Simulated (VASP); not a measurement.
PrHRh3:

```
CELL_PARAMETERS angstrom
4.13405 0.00000 0.00000
0.00000 4.13405 0.00000
0.00000 0.00000 4.13405
ATOMIC_POSITIONS crystal
Pr 0.00000 0.00000 0.00000
H 0.50000 0.50000 0.50000
Rh 0.00000 0.50000 0.50000
Rh 0.50000 0.50000 0.00000
Rh 0.50000 0.00000 0.50000
```

The cell was built from a structure type or drawn by symmetry, and may not be a known phase.

```yaml
Program: VASP 6.6.1
Task: relaxation of cell and atoms
Functional: PBE
Potentials_or_basis: VASP PAW PBE potentials, release 64 (Pr_3, H, Rh_pv), 4f in core
Cutoff: 500 eV
k_mesh: 4 × 4 × 4
Occupations: gaussian, width 0.2 eV
Spin: no spin polarisation
```

At the start: pressure 3.8 GPa; volume 14.13 Å³/atom.

Problem. How do energy, volume and symmetry change on relaxing?

Solution. Over 3 steps the energy falls by 3.9 meV/atom and the volume is 14.47 Å³/atom (+2.4 %); space group Pm-3m (No. 221, to 0.1 Å) before and after.

The path:
| step | energy change (eV) | largest force (eV/Å) | pressure (GPa) | volume (Å³) |
| --- | --- | --- | --- | --- |
| 1 | 0.0000 | 0.0000 | 3.79 | 70.65 |
| 2 | 0.0002 | 0.0000 | -3.47 | 74.13 |
| 3 | -0.0196 | 0.0000 | -0.01 | 72.35 |

Final structure:
```cif
data_structure
_symmetry_space_group_name_H-M 'P 1'
_symmetry_Int_Tables_number 1
_cell_length_a 4.1670
_cell_length_b 4.1670
_cell_length_c 4.1670
_cell_angle_alpha 90.000
_cell_angle_beta 90.000
_cell_angle_gamma 90.000
_cell_volume 72.35
loop_
_atom_site_label
_atom_site_type_symbol
_atom_site_fract_x
_atom_site_fract_y
_atom_site_fract_z
_atom_site_occupancy
Pr1 Pr 0.00000 0.00000 0.00000 1
H1 H 0.50000 0.50000 0.50000 1
Rh1 Rh 0.00000 0.50000 0.50000 1
Rh2 Rh 0.50000 0.50000 0.00000 1
Rh3 Rh 0.50000 0.00000 0.50000 1
```

Caveat: the k points lie up to 0.38 Å⁻¹ apart in the final cell, too coarse for converged energies and pressures of a metal.
